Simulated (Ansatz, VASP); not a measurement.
## WC in VASP and in Ansatz

```
W C
1.0
     2.92177    0.00000    0.00000
    -1.46089    2.53033    0.00000
     0.00000    0.00000    2.84708
W C
1 1
Cartesian
  0.0000 0.0000 -0.0074
  1.4609 0.8434 1.5360
```

Change from the starting cell: mode 4 (566.4 1/cm) frozen in, largest displacement +0.113 Å.

Alike in both runs: task single point; functional PBE; k mesh 24 × 24 × 22; occupations gaussian, width 0.15 eV; no spin polarisation.

|  | VASP | Ansatz |
| --- | --- | --- |
| version | VASP 6.6.1 | Ansatz 0.2.0 |
| potentials or method | VASP PAW PBE potentials, release 64 (W_sv, C), cutoff 520 eV | scalar-relativistic, plane waves, PAW |
| valence electrons in the cell | 18 | 18 |

```tsv
	VASP	Ansatz	Ansatz less VASP
gap on the k mesh at the Fermi level (eV)	none	none	-
pressure (GPa)	4.2	3.1	-1.08
traceless stress, the component that is largest in VASP (GPa)	1.07	0.89	-0.180
rms of the force components (eV/Å)	0.950	0.943	-0.0070
```

Atom by atom the forces differ by 0.007 eV/Å (rms over components). A gap of «none» marks a metal or a gap that the smearing closes. The functional is the same, so the differences come from potentials, cutoffs and numerics.

Spin-orbit coupling is off throughout.
